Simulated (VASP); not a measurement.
Runs of VASP 6.6.1 on Co. The structure is that of space group Fm-3m (No. 225), or close to it. The cells are those of the table. This isn't the form of Co at room conditions, which is hcp.

```tsv
cell	gap on the mesh (eV)	pressure (GPa)	moment (μB)
a = 2.468 Å, angles 60.0°, 1 atom	none	(a)	1.62
a = 2.533 Å, angles 60.0°, 1 atom	none	-10.8	1.64
a = 2.484 Å, angles 60.0°, 1 atom	none	0.4	1.63
a = 2.518, b = 2.506, c = 2.475 Å, angles 58.6, 60.2, 58.8°, 1 atom	none	0.7	1.63
a = 2.434 Å, angles 60.0°, 1 atom	none	16.2	(c)
a = 2.451 Å, angles 60.0°, 1 atom	none	10.3	1.62
a = 2.517 Å, angles 60.0°, 1 atom	none	-7.5	1.64
a = 2.501 Å, angles 60.0°, 1 atom	none	(b)	1.63
```

Alike in all rows: task single point; level PBE; potentials or basis VASP PAW PBE potentials, release 64 (Co); spin collinear, ferromagnetic start; k mesh 13 × 13 × 13; cutoff (eV) 520; smearing fermi-dirac 0.05 eV.

Question: Estimate the missing entries.

Answer: (a) 5.1; (b) -3.8; (c) 1.61.

Caveats: the cell stands under pressure (at least some runs); the cell stands under tension (at least some runs).

A gap of «none» marks levels without a gap at the run's occupations.
